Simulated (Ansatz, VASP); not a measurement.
Pd in VASP and in Ansatz

```
Pd
1.0
     2.69936    0.00000    0.00000
    -1.34968    2.33771    0.00000
     0.00000    0.00000    4.51145
Pd
2
Direct
  0.33333 0.66667 0.25000
  0.66667 0.33333 0.75000
```

Alike in both runs: functional LDA; k mesh 13 × 13 × 7; occupations fermi-dirac, width 0.1 eV; no spin polarisation.

Ansatz relaxed the structure, and its values are those at the end. VASP's run is a single point on that final structure, the one shown.

|  | VASP | Ansatz |
| --- | --- | --- |
| version | VASP 6.6.1 | Ansatz 0.2.0 |
| potentials or method | VASP PAW LDA potentials, release 64 (Pd), cutoff 520 eV | plane waves (420 eV) with PAW, scalar-relativistic |
| valence electrons in the cell | 20 | 36 |

```tsv
	VASP	Ansatz	Ansatz less VASP
pressure (GPa)	0.3	0.0	-0.27
```

Ansatz warns that its potentials were made for another functional, while VASP's fit it. LDA's correlation is that of Perdew and Zunger in VASP and of Perdew and Wang (1992) in Ansatz. VASP's potentials hold 20 valence electrons a cell and Ansatz's 36, so a difference there can come from the potentials and not from the codes.
